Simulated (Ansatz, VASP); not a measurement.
One calculation of Ce, two programs

The input INCAR:

```
PREC     = Accurate       # precision mode
ENCUT    = 500            # plane-wave cutoff, eV
EDIFF    = 1E-6           # SCF threshold, eV
ISMEAR   = 1              # smearing method
SIGMA    = 0.6            # smearing width, eV
LREAL    = F              # projectors in reciprocal space
LASPH    = T              # aspherical terms in the spheres
NELM     = 200            # most SCF steps
ALGO     = Normal         # electronic algorithm
ISIF     = 2              # what is computed and relaxed
LWAVE    = F              # write WAVECAR
LCHARG   = F              # write CHGCAR
GGA      = PE             # functional
NBANDS   = 12             # bands
GGA_COMPAT= F            
LMAXMIX  = 6              # l up to which the mixer works
```

The input KPOINTS:

```
Automatic mesh
0
Gamma
  11 11 11
```

The input POSCAR:

```
Ce
1.0
    0.0000000000      2.3774557595      2.3774557595
    2.3774557595      0.0000000000      2.3774557595
    2.3774557595      2.3774557595      0.0000000000
Ce
1
Direct
    0.0000000000      0.0000000000      0.0000000000
```

Input for Ansatz:

```yaml
crystal:
  lattice:
    - [0.0, 2.3774557595, 2.3774557595]
    - [2.3774557595, 0.0, 2.3774557595]
    - [2.3774557595, 2.3774557595, 0.0]
  atoms:
    - { symbol: Ce, position: [0.0, 0.0, 0.0] }
hamiltonian:
  xc: pbe
  pseudopotentials:
    kind: paw
    azcp:
      Ce: "pseudopotentials/Ce.paw.azcp"
basis:
  ecutwfc: 420
  fft_grid_basis: typed
kpoints:
  mp_grid: { grid: [11, 11, 11], shift: [0, 0, 0] }
magnetization:
  spin_polarized: false
scf:
  occupations: { method: methfessel_paxton, width: 0.6 }
  lower_state_search: "off"
output:
  stress: true
  write_density: true
  write_potential: true
  elf: true
  volumetric_format: npy
```

Alike in both runs: task single point; functional PBE; k mesh 11 × 11 × 11; occupations methfessel-paxton of order 1, width 0.6 eV; no spin polarisation.

|  | VASP | Ansatz |
| --- | --- | --- |
| version | VASP 6.6.1 | Ansatz 0.2.0 |
| potentials or method | VASP PAW PBE potentials, release 64 (Ce), cutoff 500 eV | plane waves (420 eV) with PAW, scalar-relativistic |
| valence electrons in the cell | 12 | 12 |

VASP gave:

| Property | Result |
| --- | --- |
| pressure (GPa) | -1.5 |

Problem. Estimate Ansatz's values.

Solution. Pressure (GPa): -1.4.

Neither program's run includes spin-orbit coupling.
